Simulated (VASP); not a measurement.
Crystal: WC.

```
CELL_PARAMETERS angstrom
0.00000 2.17797 2.17797
2.17797 0.00000 2.17797
2.17797 2.17797 0.00000
ATOMIC_POSITIONS crystal
W 0.00000 0.00000 0.00000
C 0.50000 0.50000 0.50000
```

Base run:

| Item | Value |
| --- | --- |
| Program | VASP 6.6.1 |
| Functional | r2SCAN |
| Potentials or basis | VASP PAW PBE potentials, release 64 (W_sv, C_h) |
| Cutoff | 910 eV |
| k mesh | 10 × 10 × 10 |
| Occupations | fermi-dirac, width 0.05 eV |
| Spin | no spin polarisation |

Its results: band gap on the k mesh zero (band 9 reaches 14.19 eV, above the bottom of band 10 at 10.77 eV); pressure 3.8 GPa.

Q: The run is repeated on the same cell with these changes: functional from r2SCAN to LDA; potentials or basis from VASP PAW PBE potentials, release 64 (W_sv, C_h) to VASP PAW LDA potentials, release 64 (W_sv, C); cutoff from 910 eV to 520 eV. What comes out?

A: Band gap on the k mesh zero (band 9 reaches 13.66 eV, above the bottom of band 10 at 10.40 eV); pressure -6.8 GPa.

Caveats: spin-orbit coupling is left out, which moves the levels of the heavy elements; the cutoff is under 1.25 times the usual one of these potentials, so pressure, stress and relaxed cells hold a basis-set (Pulay) error (some runs); the PAW data sets were made with another functional, which shifts forces and pressure a little (some runs).
